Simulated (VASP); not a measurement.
Wanted: the native input for a VASP 6.6.1 run.

```
Task                   : single point
Functional             : PBE
Potentials or basis    : VASP PAW PBE potentials, release 64 (Al, O)
Cutoff                 : 600 eV
k mesh                 : 33 × 33 × 33
Occupations            : fermi-dirac, width 0.0612256 eV
Spin                   : no spin polarisation
Dipole correction      : no
Further INCAR settings : ALGO = Normal; EDIFF = 1e-06; NBANDS = 13
```

The structure of Al2O (antifluorite type) lies in POSCAR:

```
Al2O
1.0
    0.0000000000      2.8481849359      2.8481849359
    2.8481849359      0.0000000000      2.8481849359
    2.8481849359      2.8481849359      0.0000000000
Al O
2 1
Direct
    0.2500000000      0.2500000000      0.2500000000
    0.7500000000      0.7500000000      0.7500000000
    0.0000000000      0.0000000000      0.0000000000
```

These files were run (other wordings do the same):

INCAR

```
PREC     = Accurate       # precision mode
ENCUT    = 600            # plane-wave cutoff, eV
EDIFF    = 1E-6           # SCF threshold, eV
ISMEAR   = -1             # smearing method
SIGMA    = 0.06122561905347299 # smearing width, eV
LREAL    = False          # projectors in reciprocal space
LASPH    = True           # aspherical terms in the spheres
NELM     = 120            # most SCF steps
ALGO     = Normal         # electronic algorithm
ISIF     = 2              # what is computed and relaxed
LWAVE    = False          # write WAVECAR
LCHARG   = False          # write CHGCAR
GGA      = PE             # functional
NBANDS   = 13             # bands
GGA_COMPAT= False
```

KPOINTS

```
Automatic mesh
0
Gamma
  33 33 33
```

Potentials or basis: VASP PAW PBE potentials, release 64 (Al, O).

Run with:

```sh
$ cat potpaw_PBE.64/Al/POTCAR potpaw_PBE.64/O/POTCAR > POTCAR
$ mpirun -np 1 vasp_std > vasp.out
```

Results of the run:

```
Pressure               : -0.1 GPa
Band gap on the k mesh : zero (bands 6 and 7 overlap by 2.00 eV)
```

It took 6.3 min on 1 thread of AMD EPYC 9R14 (Zen 4), on a shared host, peak memory 0.66 GiB.
